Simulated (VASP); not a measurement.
# Zn in VASP: notebook

The runs below take Zn through single point, with LDA.

Program: VASP 6.6.1. These are calculated values, not measurements. Logs are shortened: lines on timing, memory, paths and dates and some standing lists are left out, and cuts for length are marked.

## 1. The cell of the first run

The cell holds a slab with vacuum, 6 atoms: a = 2.575 Å, b = 4.711 Å, c = 21.203 Å, α = 90.00°, β = 90.00°, γ = 90.00°.

## 2. Single point, LDA

INCAR reads:

```
SYSTEM = Zn
  PREC = Accurate
  ENCUT = 520
  EDIFF = 1E-7
  ISMEAR = -1
  SIGMA = 0.08
  LREAL = .False.
  LASPH = .True.
  NELM = 80
  ALGO = Normal
  ISIF = 2
  LWAVE = .False.
  LCHARG = .False.
  LDIPOL = .True.
  IDIPOL = 3
  DIPOL = 0.5 0.5 0.500
  GGA = CA
  NBANDS = 45
```

KPOINTS reads:

```
Automatic mesh
0
Gamma
  14 8 1
  0 0 0
```

POSCAR reads:

```
Zn
1.0
    2.5748926521      0.0000000000      0.0000000000
    0.0000000000      4.7112279034      0.0000000000
    0.0000000000      0.0000000000     21.2032000000
Zn
6
Direct
    0.7500000000      0.7500000000      0.3888419928
    0.2500000000      0.2500000000      0.3887959028
    0.2500000000      0.7500000000      0.5000236279
    0.7500000000      0.2500000000      0.4999763593
    0.7500000000      0.7500000000      0.6112040979
    0.2500000000      0.2500000000      0.6111580192
```

Potentials or basis: VASP PAW LDA potentials, release 64 (Zn).

Launch:

```console
$ cat potpaw_LDA.64/Zn/POTCAR > POTCAR
$ mpirun -np 1 vasp_std > vasp.out
```

OUTCAR:

```text
SYSTEM = Zn
   PREC = Accurate
   ENCUT = 520
   EDIFF = 1E-7
   ISMEAR = -1
   LREAL = .False.
   LASPH = .True.
   NELM = 80
   ISIF = 2
   GGA = CA

 ion  position               nearest neighbor table
   1  0.750  0.750  0.389-   2 2.68   2 2.68   2 2.68   2 2.68   3 2.69   3 2.69
   2  0.250  0.250  0.389-   1 2.68   1 2.68   1 2.68   1 2.68   4 2.69   4 2.69
   3  0.250  0.750  0.500-   4 2.68   4 2.68   4 2.68   4 2.68   5 2.69   5 2.69   1 2.69   1 2.69

   4  0.750  0.250  0.500-   3 2.68   3 2.68   3 2.68   3 2.68   2 2.69   2 2.69   6 2.69   6 2.69

   5  0.750  0.750  0.611-   6 2.68   6 2.68   6 2.68   6 2.68   3 2.69   3 2.69
   6  0.250  0.250  0.611-   5 2.68   5 2.68   5 2.68   5 2.68   4 2.69   4 2.69

  LATTYP: Found a simple orthorhombic cell.
 ALAT       =     2.5748926521
 B/A-ratio  =     1.8296793459
 C/A-ratio  =     8.2345957152

  Lattice vectors:

 A1 = (   2.5748926521,   0.0000000000,   0.0000000000)
 A2 = (   0.0000000000,   4.7112279034,   0.0000000000)
 A3 = (   0.0000000000,   0.0000000000,  21.2032000000)

Analysis of symmetry for initial positions (statically):
=====================================================================
 Subroutine PRICEL returns:
 Original cell was already a primitive cell.

 Routine SETGRP: Setting up the symmetry group for a
 simple orthorhombic supercell.

 Subroutine GETGRP returns: Found  8 space group operations
 (whereof  2 operations were pure point group operations)
 out of a pool of  8 trial point group operations.

The static configuration has the point symmetry S_2 .
 The point group associated with its full space group is D_2h.

Analysis of symmetry for dynamics (positions and initial velocities):
=====================================================================
 Subroutine PRICEL returns:
 Original cell was already a primitive cell.

 Routine SETGRP: Setting up the symmetry group for a
 simple orthorhombic supercell.

 Subroutine GETGRP returns: Found  8 space group operations
 (whereof  2 operations were pure point group operations)
 out of a pool of  8 trial point group operations.

The dynamic configuration has the point symmetry S_2 .
 The point group associated with its full space group is D_2h.

 Subroutine INISYM returns: Found  8 space group operations
 (whereof  2 operations are pure point group operations),
 and found     1 'primitive' translations

----------------------------------------------------------------------------------------

                                     Primitive cell

  volume of cell :     257.2140

  direct lattice vectors                    reciprocal lattice vectors
     2.574892652  0.000000000  0.000000000     0.388365705  0.000000000  0.000000000
     0.000000000  4.711227903  0.000000000     0.000000000  0.212258889  0.000000000
     0.000000000  0.000000000 21.203200000     0.000000000  0.000000000  0.047162692

  length of vectors
     2.574892652  4.711227903 21.203200000     0.388365705  0.212258889  0.047162692

  position of ions in fractional coordinates (direct lattice)
     0.750000000  0.750000000  0.388841993
     0.250000000  0.250000000  0.388795903
     0.250000000  0.750000000  0.500023628
     0.750000000  0.250000000  0.499976359
     0.750000000  0.750000000  0.611204098
     0.250000000  0.250000000  0.611158019

  ion indices of the primitive-cell ions
   primitive index   ion index
                 1           1
                 2           2
                 3           3
                 4           4
                 5           5
                 6           6

----------------------------------------------------------------------------------------

 KPOINTS: Automatic mesh

Automatic generation of k-mesh.
 Grid dimensions read from file:
 generate k-points for:   14    8    1

 Generating k-lattice:

  Cartesian coordinates                     Fractional coordinates (reciprocal lattice)
     0.027740407  0.000000000  0.000000000     0.071428571  0.000000000  0.000000000
     0.000000000  0.026532361  0.000000000     0.000000000  0.125000000  0.000000000
     0.000000000  0.000000000  0.047162692     0.000000000  0.000000000  1.000000000

  Length of vectors
     0.027740407  0.026532361  0.047162692

  Shift w.r.t. Gamma in fractional coordinates (k-lattice)
     0.000000000  0.000000000  0.000000000

 Subroutine IBZKPT returns following result:
 ===========================================

 Found     40 irreducible k-points:

 Following reciprocal coordinates:
            Coordinates               Weight
  0.000000  0.000000  0.000000      1.000000
  0.071429  0.000000  0.000000      2.000000
  0.142857  0.000000  0.000000      2.000000
  0.214286  0.000000  0.000000      2.000000
  0.285714  0.000000  0.000000      2.000000
  0.357143  0.000000  0.000000      2.000000
[... 16 lines left out ...]
  0.428571  0.250000  0.000000      4.000000
  0.500000  0.250000  0.000000      2.000000
 [... further k-points ...]
   k-points           NKPTS =     40   k-points in BZ     NKDIM =     40   number of bands    NBANDS=     45
   number of dos      NEDOS =    301   number of ions     NIONS =      6
   total plane-waves  NPLWV = 115200
   dimension x,y,z NGX =    20 NGY =   36 NGZ =  160
   dimension x,y,z NGXF=    40 NGYF=   72 NGZF=  320
   ions per type =               6
   NGX,Y,Z   is equivalent  to a cutoff of  12.91, 12.70, 12.54 a.u.
   NGXF,Y,Z  is equivalent  to a cutoff of  25.83, 25.41, 25.09 a.u.
 SYSTEM =  Zn
   PREC   = accura    normal or accurate (medium, high low for compatibility)
   ISTART =      0    job   : 0-new  1-cont  2-samecut
   ICHARG =      2    charge: 1-file 2-atom 10-const
   ISPIN  =      1    spin polarized calculation?
   LNONCOLLINEAR =      F non collinear calculations
   LSORBIT =      F    spin-orbit coupling
   LASPH  =      T    aspherical Exc in radial PAW
   ENCUT  =  520.0 eV  38.22 Ry    6.18 a.u.   4.79  8.76 39.42*2*pi/ulx,y,z
   NELM   =     80;   NELMIN=  2; NELMDL= -5     # of ELM steps
   EDIFF  = 0.1E-06   stopping-criterion for ELM
   LREAL  =      F    real-space projection
   EDIFFG = 0.1E-05   stopping-criterion for IOM
   NSW    =      0    number of steps for IOM
   IBRION =     -1    ionic relax: 0-MD 1-quasi-New 2-CG
   NFREE  =      0    steps in history (QN), initial steepest desc. (CG)
   ISIF   =      2    stress and relaxation
   ISYM   =      2    0-nonsym 1-usesym 2-fastsym
   POTIM  = 0.5000    time-step for ionic-motion
   TEBEG  =    0.0;   TEEND  =   0.0 temperature during run
   PSTRESS=    0.0 pullay stress
   NELECT =      72.0000    total number of electrons
   NUPDOWN=      -1.0000    fix difference up-down
   EMIN   =  10.00;   EMAX   =-10.00  energy-range for DOS
   EFERMI =   0.00;   METHOD = LEGACY
   ISMEAR =    -1;   SIGMA  =   0.08  broadening in eV -4-tet -1-fermi 0-gaus
   EFERMI_NEDOS =   21; number of points for ismear=-14 and -15
   IALGO  =     38    algorithm
   IMIX   =      4    mixing-type and parameters
     AMIX     =   0.40;   BMIX     =  1.00
     AMIX_MAG =   1.60;   BMIX_MAG =  1.00
  volume/ion in A,a.u.               =      42.87       289.29
  Fermi-wavevector in a.u.,A,eV,Ry     =   1.070913  2.023732 15.603899  1.146854
  Thomas-Fermi vector in A             =   2.206637
   LORBIT       =      0    0 simple, 1 ext, 2 COOP (PROOUT), +10 PAW based schemes
   GGA     = CA    functional components
   LHFCALC =     F    Hartree Fock is set to
   AEXX    =    0.0000 exact exchange contribution
   IVDW    =     0    specifies the selected vdW correction
   LEPSILON=     F    determine dielectric tensor
   LRPA    =     F    only Hartree local field effects (RPA)
 non-spin polarized calculation
  energy-cutoff  :      520.00
  volume of cell :      257.21
 maximum number of plane-waves:      6970
 NGX is ok and might be reduce to    20
   NGX =  9   NGY = 17   NGZ = 79

 dipolmoment           0.000000      0.000000     -0.000000 electrons x Angstroem

 number of electron      71.9999901 magnetization

 dipolmoment           0.000000      0.000000      0.000000 electrons x Angstroem

 Free energy of the ion-electron system (eV)
  ---------------------------------------------------
  ext. energy  EPLUGINS =         0.00000000
  ---------------------------------------------------
  free energy    TOTEN  =       -10.09710854 eV

  energy without entropy =      -10.05964450  energy(sigma->0) =      -10.07837652

 E-fermi :  -2.0259     XC(G=0):  -4.9042

 val. band max:       -2.0446695694   @ k =   0.0000   0.1250   0.0000
 cond. band min:      -2.0212955244   @ k =   0.3571   0.3750   0.0000
 fundamental gap:      0.0233740450
 Fermi energy:        -2.0258883038

 k-point     1 :       0.0000    0.0000    0.0000
  band No.  band energies     occupation
      1     -12.1298      2.00000
      2     -10.8094      2.00000
      3     -10.6022      2.00000
      4     -10.5731      2.00000
      5     -10.3304      2.00000
      6     -10.2716      2.00000
[... 37 lines left out ...]
     44       2.5354      0.00000
     45       3.7110      0.00000

 k-point     2 :       0.0714    0.0000    0.0000
  band No.  band energies     occupation
      1     -12.0086      2.00000
      2     -10.7075      2.00000
      3     -10.5393      2.00000
      4     -10.5165      2.00000
      5     -10.2809      2.00000
      6     -10.2522      2.00000
[... 37 lines left out ...]
     44       2.6517      0.00000
     45       3.8282      0.00000

 k-point     3 :       0.1429    0.0000    0.0000
  band No.  band energies     occupation
      1     -11.6537      2.00000
      2     -10.4273      2.00000
      3     -10.3741      2.00000
      4     -10.3597      2.00000
      5     -10.1963      2.00000
      6     -10.1499      2.00000
[... 997 lines left out ...]
     44       4.0538      0.00000
     45       4.2302      0.00000

 k-point    24 :       0.5000    0.2500    0.0000
  band No.  band energies     occupation
      1     -10.3002      2.00000
      2     -10.3002      2.00000
      3     -10.2614      2.00000
      4     -10.2614      2.00000
      5     -10.0959      2.00000
      6     -10.0959      2.00000
[... 37 lines left out ...]
     44       2.8963      0.00000
     45       5.3039      0.00000

 [... further k-points ...]

------------------------ aborting loop because EDIFF is reached ----------------------------------------

 vacuum level on the upper side and lower side of the slab       (xc-potential included)        -0.074        -0.074

  FORCE on cell =-STRESS in cart. coord.  units (eV):
  Direction    XX          YY          ZZ          XY          YZ          ZX
  --------------------------------------------------------------------------------------
  -------------------------------------------------------------------------------------
  Total       -4.9166674     -5.3374400      0.1552833     -0.0000000      0.0000000      0.0000000
  in kB      -30.6257521    -33.2467299      0.9672545     -0.0000000      0.0000000      0.0000000
  external PRESSURE =     -20.9684092 kB  Pullay stress =       0.0000000 kB

 VOLUME and BASIS-vectors are now :
 -----------------------------------------------------------------------------
  energy-cutoff  :      520.00
  volume of cell :      257.21
      direct lattice vectors                 reciprocal lattice vectors
     2.574892652  0.000000000  0.000000000     0.388365705  0.000000000  0.000000000
     0.000000000  4.711227903  0.000000000     0.000000000  0.212258889  0.000000000
     0.000000000  0.000000000 21.203200000     0.000000000  0.000000000  0.047162692

 POSITION                                       TOTAL-FORCE (eV/Angst)
 -----------------------------------------------------------------------------------
      1.93117      3.53342      8.24469         0.000000     -0.000000     -0.018071
      0.64372      1.17781      8.24372         0.000000      0.000000     -0.017183
      0.64372      3.53342     10.60210         0.000000      0.000000     -0.000447
      1.93117      1.17781     10.60110         0.000000      0.000000      0.000447
      1.93117      3.53342     12.95948         0.000000      0.000000      0.017183
      0.64372      1.17781     12.95851         0.000000     -0.000000      0.018071
 -----------------------------------------------------------------------------------
    total drift:                               -0.000000      0.000000      0.000028

  FREE ENERGIE OF THE ION-ELECTRON SYSTEM (eV)
  ---------------------------------------------------
  free  energy   TOTEN  =       -10.0971085382 eV

  energy  without entropy=      -10.0596445011  energy(sigma->0) =      -10.07837652

 vacuum level on the upper side and lower side of the slab         2.554         2.554
```

Wall time 6.5 min (1 thread of Intel Xeon 6975P-C (Granite Rapids), shared host); peak memory 0.45 GiB.

Results:

* Free energy: -10.0971 eV
* Largest force: 0.018 eV/Å
* Band gap on the k mesh: zero (bands 36 and 37 overlap by 2.59 eV)

Forces in eV/Å, atoms in the order of the input:
```
Zn   0.000  0.000 -0.018
Zn   0.000  0.000 -0.017
Zn   0.000  0.000  0.000
Zn   0.000  0.000  0.000
Zn   0.000  0.000  0.017
Zn   0.000  0.000  0.018
```

## 3. Single point, LDA

INCAR reads:

```
SYSTEM = Zn
PREC     = Accurate       ! precision mode
ENCUT    = 520            ! plane-wave cutoff, eV
EDIFF    = 1E-6           ! SCF threshold, eV
ISMEAR   = -1             ! smearing method
SIGMA    = 0.08           ! smearing width, eV
LREAL    = .FALSE.        ! projectors in reciprocal space
LASPH    = .TRUE.         ! aspherical terms in the spheres
NELM     = 60             ! most SCF steps
ALGO     = Normal         ! electronic algorithm
ISIF     = 2              ! what is computed and relaxed
LWAVE    = .FALSE.        ! write WAVECAR
LCHARG   = .FALSE.        ! write CHGCAR
NBANDS   = 45             ! bands
```

KPOINTS reads:

```
Automatic mesh
0
G
  14 8 1
  0 0 0
```

POSCAR is that of step 2.

Potentials or basis: VASP PAW LDA potentials, release 64 (Zn).

Launch:

```console
$ cat potpaw_LDA.64/Zn/POTCAR > POTCAR
$ mpirun -np 1 vasp_std > vasp.out
```

Run time: 5.1 min. Hardware: 1 thread of Intel Xeon 6975P-C (Granite Rapids), shared host; peak memory 0.45 GiB.

It converged, with:

| Property | Result |
| --- | --- |
| Free energy | -10.0971 eV |
| Largest force | 0.018 eV/Å |
| Band gap on the k mesh | zero (bands 36 and 37 overlap by 2.59 eV) |

Forces in eV/Å, atoms in the order of the input:
```
Zn   0.000  0.000 -0.018
Zn   0.000  0.000 -0.017
Zn   0.000  0.000  0.000
Zn   0.000  0.000  0.000
Zn   0.000  0.000  0.017
Zn   0.000  0.000  0.018
```

Levels at points of the mesh, in eV from the Fermi level:
| k point | band 34 | band 35 | band 36 | band 37 | band 38 | band 39 |
| --- | --- | --- | --- | --- | --- | --- |
| (0.00, 0.00, 0.00) | -2.77 | -1.96 | -1.91 | -1.00 | -0.59 | 1.00 |
| (0.50, 0.00, 0.00) | -1.87 | 0.43 | 0.43 | 3.22 | 3.22 | 4.11 |
| (0.00, 0.50, 0.00) | -5.98 | -3.36 | -3.36 | 0.04 | 0.04 | 3.61 |
| (0.50, 0.50, 0.00) | -1.72 | -1.18 | -1.18 | 1.08 | 1.08 | 2.52 |

Caveat: there is no dipole correction, which matters where the two faces differ.

The gap in the log of VASP goes by the Fermi energy; the results here count the filled bands.